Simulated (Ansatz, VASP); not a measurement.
**Al: VASP beside Ansatz**

File INCAR:

```
SYSTEM = Al
PREC = Accurate
ENCUT = 520
EDIFF = 1E-7
ISMEAR = 0
SIGMA = 0.15
LREAL = .FALSE.
LASPH = .TRUE.
NELM = 80
ALGO = Fast
ISIF = 2
LWAVE = .FALSE.
LCHARG = .FALSE.
GGA = PS
IVDW = 12
NBANDS = 14
```

The input KPOINTS:

```
Automatic mesh
0
G
  18 18 6
  0 0 0
```

Contents of POSCAR:

```
Al
1.0
    2.9317307233      0.0000000000      0.0000000000
   -1.4658653616      2.5389532834      0.0000000000
    0.0000000000      0.0000000000      9.0602206273
Al
4
Direct
    0.0000000000      0.0000000000      0.0000000000
    0.3333333333      0.6666666667      0.2500000000
    0.0000000000      0.0000000000      0.5000000000
    0.6666666667      0.3333333333      0.7500000000
```

Input for Ansatz:

```yaml
crystal:
  lattice:
    - [2.9317307233, 0.0, 0.0]
    - [-1.4658653616, 2.5389532834, 0.0]
    - [0.0, 0.0, 9.0602206273]
  atoms:
    - { symbol: Al, position: [0.0, 0.0, 0.0] }
    - { symbol: Al, position: [0.3333333333, 0.6666666667, 0.25] }
    - { symbol: Al, position: [0.0, 0.0, 0.5] }
    - { symbol: Al, position: [0.6666666667, 0.3333333333, 0.75] }
basis:
  ecutwfc: 420
kpoints:
  mp_grid: { grid: [18, 18, 6] }
hamiltonian:
  xc: pbesol
  pseudopotentials: { kind: paw, azcp: { folder: soft_1 } }
  dispersion: d3bj
scf:
  occupations: { method: gaussian, width: 0.15 }
output:
  forces: true
  stress: true
  eigenvalues: true
  write_density: true
  write_potential: true
  elf: true
  volumetric_format: npy
```

Alike in both runs: task single point; functional PBEsol; dispersion D3(BJ); k mesh 18 × 18 × 6; occupations gaussian, width 0.15 eV; no spin polarisation.

```csv
,VASP,Ansatz
version,VASP 6.6.1,Ansatz 0.2.0
potentials or method,"VASP PAW PBE potentials, release 64 (Al), cutoff 520 eV","scalar-relativistic, plane waves, PAW"
valence electrons in the cell,12,12
```

|  | VASP | Ansatz | Ansatz less VASP |
| --- | --- | --- | --- |
| gap on the k mesh at the Fermi level (eV) | none | none | - |
| pressure (GPa) | -5.4 | -5.5 | -0.07 |
| traceless stress, the component that is largest in VASP (GPa) | 2.18 | 2.16 | -0.022 |

VASP's potentials were made for PBE, not for PBEsol, and Ansatz warns of the same on its side. A gap of «none» marks a metal or a gap that the smearing closes.
